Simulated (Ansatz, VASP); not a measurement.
Al3Zn4Si9: VASP beside Ansatz

```
Al Si Zn
1.0
     6.27089   -0.04687   -0.00928
    -0.04440    6.17070   -0.07797
    -0.00190   -0.07694    6.99798
Al Si Zn
3 9 4
Direct
  0.14678 0.35389 0.97533
  0.36946 0.49513 0.44486
  0.16816 0.74742 0.79867
  0.58117 0.20670 0.00029
  0.01796 0.03670 0.50339
  0.28731 0.12341 0.25221
  0.59833 0.12500 0.47070
  0.87073 0.29270 0.25072
  0.97219 0.55988 0.51446
  0.33651 0.10634 0.72301
  0.72165 0.77523 0.35086
  0.83149 0.28124 0.73237
  0.82191 0.88274 0.99048
  0.51557 0.60077 0.07546
  0.13718 0.74345 0.18957
  0.60332 0.67766 0.71861
```

Alike in both runs: functional PBE; k mesh 4 × 3 × 3; occupations gaussian, width 0.1 eV; no spin polarisation.

Ansatz relaxed the structure, and its values are those at the end. VASP's run is a single point on that final structure, the one shown.

|  | VASP | Ansatz |
| --- | --- | --- |
| version | VASP 6.6.1 | Ansatz 0.2.0 |
| potentials or method | VASP PAW PBE potentials, release 64 (Al, Si, Zn), cutoff 520 eV | scalar-relativistic, plane waves, PAW |
| valence electrons in the cell | 93 | 93 |

```csv
,VASP,Ansatz,Ansatz less VASP
gap on the k mesh at the Fermi level (eV),none,none,-
pressure (GPa),0.0,0.0,-0.03
rms of the force components (eV/Å),0.011,0.010,-0.0006
```

A gap of «none» marks a metal or a gap that the smearing closes. With one functional, cell and mesh, what is left measures potentials, basis and numerics.
